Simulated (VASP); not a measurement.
Input of a VASP 6.6.1 run:

File INCAR:

```
SYSTEM = Ta4O
PREC     = Accurate       ! precision mode
ENCUT    = 520            ! plane-wave cutoff, eV
EDIFF    = 1E-6           ! SCF threshold, eV
ISMEAR   = 0              ! smearing method
SIGMA    = 0.15           ! smearing width, eV
LREAL    = .False.        ! projectors in reciprocal space
LASPH    = .True.         ! aspherical terms in the spheres
NELM     = 100            ! most SCF steps
ALGO     = Normal         ! electronic algorithm
ISIF     = 2              ! what is computed and relaxed
LWAVE    = .False.        ! write WAVECAR
LCHARG   = .True.         ! write CHGCAR
GGA      = PS             ! functional
LELF     = .True.         ! ELF
LVHAR    = .True.       
NBANDS   = 33             ! bands
```

The input KPOINTS:

```
regular mesh
0
Gamma
  14 14 8
  0 0 0
```

File POSCAR:

```
Ta4O
1.0
    3.2109380109      0.0000000000      0.0000000000
    0.0000000000      3.2109380109      0.0000000000
    0.0000000000      0.0000000000      7.1584337923
Ta O
4 1
Direct
    0.0000000000      0.0000000000      0.5000000000
    0.5000000000      0.5000000000      0.7827832025
    0.5000000000      0.5000000000      0.2172167975
    0.0000000000      0.0000000000      0.0000000000
    0.5000000000      0.5000000000      0.5000000000
```

Potentials or basis: VASP PAW PBE potentials, release 64 (Ta_pv, O).

Launch:

```sh
$ cat potpaw_PBE.64/Ta_pv/POTCAR potpaw_PBE.64/O/POTCAR > POTCAR
$ mpirun -np 1 vasp_std > vasp.out
```

(1) Predict the pressure.

(2) Predict the band gap on the k mesh.

(3) Predict the largest force.

## Answers

(1) 7.9 GPa.

(2) zero (bands 25 and 26 overlap by 1.13 eV).

(3) 0.451 eV/Å.

Caveat: the cell differs from its parent crystal (strain -0.0250 x Voigt [0, 0, 1, 0, 0, 0]); the stress differs along the axes, from 5 to 14 GPa; the PAW data sets were made with another functional, which shifts forces and pressure a little; spin-orbit coupling is left out, which moves the levels of the heavy elements.
